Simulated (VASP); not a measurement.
Co:

```
Co
1.0
     2.42738    0.00000    0.00000
    -1.21369    2.10217    0.00000
     0.00000    0.00000    3.92305
Co
2
Direct
  0.33333 0.66667 0.25000
  0.66667 0.33333 0.75000
```

Base run:

```yaml
Program: VASP 6.6.1
Functional: LDA
Potentials_or_basis: VASP PAW LDA potentials, release 64 (Co)
Cutoff: 520 eV
k_mesh: 15 × 15 × 8
Occupations: gaussian, width 0.2 eV
Spin: collinear spin, ferromagnetic start
Starting_moments: "[1.558, 1.558] μB"
```

Its results: pressure -1.4 GPa; net moment 2.94 μB per cell; site moments Co +1.46 μB.

The run is repeated on the same cell with these changes: occupations from gaussian, width 0.2 eV to methfessel-paxton, width 0.01 eV. What comes out?

Pressure -0.8 GPa; net moment 3.02 μB per cell; site moments Co +1.50 μB.
